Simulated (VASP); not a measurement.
Write the native input for VASP 6.6.1 that does the following.

```
Task                   : single point
Functional             : PBEsol
Potentials or basis    : VASP PAW PBE potentials, release 64 (Ta_pv, N)
Cutoff                 : 520 eV
k mesh                 : 20 × 20 × 12
Occupations            : gaussian, width 0.15 eV
Spin                   : no spin polarisation
Dipole correction      : no
Further INCAR settings : ALGO = Normal; EDIFF = 1e-07; NBANDS = 24
```

The structure of TaN lies in POSCAR:

```
TaN
1.0
    0.0000000000      0.0000000000      2.8707276426
    2.9239890448      0.0000000000      0.0000000000
    0.0000000000      5.0644975863      0.0000000000
Ta N
2 2
Direct
    0.5000000000     -0.0512997818      0.3333333333
    0.5000000000      0.5512997818      0.8333333333
    0.0000000000      0.4779017152      0.5000000000
    0.0000000000      0.0220982848      0.0000000000
```

This cell differs from its parent crystal: atoms displaced along a vibrational mode.

These files were run (other wordings do the same):

INCAR

```
SYSTEM = TaN
  PREC = Accurate
  ENCUT = 520
  EDIFF = 1E-7
  ISMEAR = 0
  SIGMA = 0.15
  LREAL = .FALSE.
  LASPH = .TRUE.
  NELM = 60
  ALGO = Normal
  ISIF = 2
  LWAVE = .FALSE.
  LCHARG = .FALSE.
  GGA = PS
  NBANDS = 24
```

KPOINTS

```
Automatic mesh
0
G
  20 20 12
  0 0 0
```

Potentials or basis: VASP PAW PBE potentials, release 64 (Ta_pv, N).

Command:

```sh
$ cat potpaw_PBE.64/Ta_pv/POTCAR potpaw_PBE.64/N/POTCAR > POTCAR
$ mpirun -np 1 vasp_std > vasp.out
```

Results of the run:

```yaml
Pressure: 3.9 GPa
Largest_force: 3.080 eV/Å
Band_gap_on_the_k_mesh: zero (bands 16 and 17 overlap by 0.25 eV)
```

Caveat: the cell differs from its parent crystal (atoms displaced along a vibrational mode); the stress differs along the axes, from 0 to 9 GPa; the PAW data sets were made with another functional, which shifts forces and pressure a little; spin-orbit coupling is left out, which moves the levels of the heavy elements.

Run time: 7.2 min on 1 thread of AMD EPYC 9R45 96-Core Processor (Zen 5) (shared host), peak memory 0.72 GiB.
